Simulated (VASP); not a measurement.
# BeS (P6_3/mmc) in VASP: settings compared, part 2 of 2

VASP 6.6.1. The steps go on from the part before.

## Step 3: Single point, PBE

This run uses another cell than the first one, of 12.39 Å³/atom, 0.943 times its volume.

The input, INCAR:

```
SYSTEM = BeS
  ALGO = Normal
  EDIFF = 1E-7
  ENCUT = 520
  GGA = PE
  ISIF = 2
  ISMEAR = 0
  LASPH = .True.
  LCHARG = .True.
  LELF = .True.
  LREAL = .False.
  LVHAR = .True.
  LWAVE = .False.
  NBANDS = 16
  NELM = 60
  PREC = Accurate
  SIGMA = 0.01
```

The input, KPOINTS:

```
k-points
0
Gamma
  12 12 6
  0 0 0
```

The input, POSCAR:

```
BeS
1.0
    3.3002359563      0.0000000000      0.0000000000
   -1.6501179782      2.8580881766      0.0000000000
    0.0000000000      0.0000000000      5.2552221114
Be S
2 2
Direct
    0.0000000000      0.0000000000      0.0000000000
    0.0000000000      0.0000000000      0.5000000000
    0.3333333333      0.6666666667      0.2500000000
    0.6666666667      0.3333333333      0.7500000000
```

Potentials or basis: VASP PAW PBE potentials, release 64 (Be, S).

Run with:

```console
$ cat potpaw_PBE.64/Be/POTCAR potpaw_PBE.64/S/POTCAR > POTCAR
$ mpirun -np 1 vasp_std > vasp.out
```

Wall time 27 s (1 thread of Intel Xeon Platinum 8559C (Emerald Rapids), shared host); peak memory 0.19 GiB.

The run converged. Its results:

```yaml
Free_energy: -17.9651 eV
Pressure: -0.2 GPa
Band_gap_on_the_k_mesh: 1.47 eV, indirect (least direct gap 3.46 eV)
```

Stress tensor (GPa, compression positive):
```
-0.12  0.00  0.00
 0.00 -0.12  0.00
 0.00  0.00 -0.45
```

Levels at points of the mesh, in eV from the valence-band top:
```csv
k point,band 6,band 7,band 8,band 9,band 10,band 11
"(0.00, 0.00, 0.00)",-0.75,-0.75,0.00,3.46,4.79,5.77
"(0.50, 0.00, 0.00)",-3.43,-2.67,-0.63,3.13,3.84,3.92
"(0.00, 0.00, 0.50)",-0.69,-0.69,-0.69,4.33,4.33,5.20
"(0.50, 0.00, 0.50)",-2.41,-2.25,-2.25,3.14,3.14,4.46
```

A k mesh can miss the band edges. PBE gaps usually lie below the measured ones, often by a third to a half.

## Step 4: Single point, r2SCAN

This run uses another cell than the first one, of 12.39 Å³/atom, 0.943 times its volume.

POSCAR is that of step 3.

The input, INCAR.step1:

```
SYSTEM = BeS
ALGO = Normal
EDIFF = 1E-4
ENCUT = 520
GGA = PE
ISMEAR = 0
LASPH = .True.
LCHARG = .False.
LREAL = .False.
LWAVE = .True.
NBANDS = 16
NELM = 80
PREC = Accurate
SIGMA = 0.01
```

The input, INCAR.step2:

```
SYSTEM = BeS
ALGO = Normal
EDIFF = 1E-6
ENCUT = 520
ISIF = 2
ISMEAR = 0
ISTART = 1
LASPH = .True.
LCHARG = .True.
LELF = .True.
LMIXTAU = .True.
LREAL = .False.
LVHAR = .True.
LWAVE = .False.
METAGGA = R2SCAN
NBANDS = 16
NELM = 80
PREC = Accurate
SIGMA = 0.01
```

KPOINTS is that of step 3.

Potentials or basis: VASP PAW PBE potentials, release 64 (Be, S).

Run with:

```console
$ cat potpaw_PBE.64/Be/POTCAR potpaw_PBE.64/S/POTCAR > POTCAR
$ cp INCAR.step1 INCAR
$ mpirun -np 1 vasp_std > vasp.out
$ cp INCAR.step2 INCAR
$ mpirun -np 1 vasp_std > vasp.out
```

OUTCAR:

```text
SYSTEM = BeS
   EDIFF = 1E-6
   ENCUT = 520
   ISIF = 2
   ISMEAR = 0
   ISTART = 1
   LASPH = .True.
   LREAL = .False.
   METAGGA = R2SCAN
   NELM = 80
   PREC = Accurate

 ion  position               nearest neighbor table
   1  0.000  0.000  0.000-   3 2.31   4 2.31   3 2.31   4 2.31   4 2.31   3 2.31
   2  0.000  0.000  0.500-   3 2.31   4 2.31   3 2.31   4 2.31   4 2.31   3 2.31
   3  0.333  0.667  0.250-   1 2.31   2 2.31   1 2.31   2 2.31   1 2.31   2 2.31
   4  0.667  0.333  0.750-   1 2.31   2 2.31   1 2.31   2 2.31   1 2.31   2 2.31

  LATTYP: Found a hexagonal cell.
 ALAT       =     3.3002359563
 C/A-ratio  =     1.5923776909

  Lattice vectors:

 A1 = (   3.3002359563,   0.0000000000,   0.0000000000)
 A2 = (  -1.6501179782,   2.8580881766,   0.0000000000)
 A3 = (   0.0000000000,   0.0000000000,   5.2552221114)

Analysis of symmetry for initial positions (statically):
=====================================================================
 Subroutine PRICEL returns:
 Original cell was already a primitive cell.

[... 179 lines left out ...]
 cond. band min:       8.3981358099   @ k =   0.3333   0.3333   0.0000
 fundamental gap:      1.8121099141
 Fermi energy:         6.7058085335

 k-point     1 :       0.0000    0.0000    0.0000
  band No.  band energies     occupation
      1      -9.3313      2.00000
      2      -6.8627      2.00000
      3      -0.8847      2.00000
      4       5.7682      2.00000
      5       5.7682      2.00000
      6       5.7930      2.00000
[... 433 lines left out ...]
      3       0.0819      2.00000
      4       1.3451      2.00000
      5       1.7396      2.00000
      6       3.5378      2.00000
[... 8 lines left out ...]
     15      16.5895      0.00000
     16      17.9718      0.00000

 [... further k-points ...]

------------------------ aborting loop because EDIFF is reached ----------------------------------------

  FORCE on cell =-STRESS in cart. coord.  units (eV):
  Direction    XX          YY          ZZ          XY          YZ          ZX
  --------------------------------------------------------------------------------------
  -------------------------------------------------------------------------------------
  Total       -0.0248472     -0.0248472     -0.0317484      0.0000000      0.0000000     -0.0000000
  in kB       -0.8031127     -0.8031127     -1.0261734      0.0000000      0.0000000     -0.0000000
  external PRESSURE =      -0.8774662 kB  Pullay stress =       0.0000000 kB

 VOLUME and BASIS-vectors are now :
 -----------------------------------------------------------------------------
  energy-cutoff  :      520.00
  volume of cell :       49.57
      direct lattice vectors                 reciprocal lattice vectors
     3.300235956  0.000000000  0.000000000     0.303008637  0.174942118  0.000000000
    -1.650117978  2.858088177  0.000000000     0.000000000  0.349884237  0.000000000
     0.000000000  0.000000000  5.255222111     0.000000000  0.000000000  0.190286914

 POSITION                                       TOTAL-FORCE (eV/Angst)
 -----------------------------------------------------------------------------------
      0.00000      0.00000      0.00000        -0.000000      0.000000      0.000000
      0.00000      0.00000      2.62761        -0.000000      0.000000      0.000000
     -0.00000      1.90539      1.31381        -0.000000      0.000000     -0.000000
      1.65012      0.95270      3.94142         0.000000      0.000000      0.000000
 -----------------------------------------------------------------------------------
    total drift:                                0.000000     -0.000000     -0.000000

  FREE ENERGIE OF THE ION-ELECTRON SYSTEM (eV)
  ---------------------------------------------------
  free  energy   TOTEN  =       -27.2819538135 eV

  energy  without entropy=      -27.2819538135  energy(sigma->0) =      -27.28195381
```

Run time: 1.8 min. Hardware: 1 thread of Intel Xeon Platinum 8559C (Emerald Rapids), shared host; peak memory 0.2 GiB.

Results:

```yaml
Free_energy: -27.2820 eV
Pressure: -0.1 GPa
Band_gap_on_the_k_mesh: 1.81 eV, indirect (least direct gap 4.04 eV)
```

Caveat: the PAW data sets were made with another functional, which shifts forces and pressure a little.

## Step 5: Overview

| level | cell | k mesh | gap on the mesh (eV) | pressure (GPa) |
| --- | --- | --- | --- | --- |
| r2SCAN | a = 3.365, b = 3.365, c = 5.358 Å, angles 90.0, 90.0, 120.0°, 4 atoms | 9 × 9 × 4 | 1.85 | -6.0 |
| PBE | a = 3.300, b = 3.300, c = 5.255 Å, angles 90.0, 90.0, 120.0°, 4 atoms | 12 × 12 × 6 | 1.47 | -0.2 |
| r2SCAN | a = 3.300, b = 3.300, c = 5.255 Å, angles 90.0, 90.0, 120.0°, 4 atoms | 12 × 12 × 6 | 1.81 | -0.1 |

Alike in all rows: task single point; potentials or basis VASP PAW PBE potentials, release 64 (Be, S); no spin polarisation; cutoff (eV) 520; smearing gaussian 0.01 eV.

Caveats: the PAW data sets were made with another functional, which shifts forces and pressure a little (some runs).

Total energies depend on the potentials used, so only differences within one code and one set of settings carry meaning.
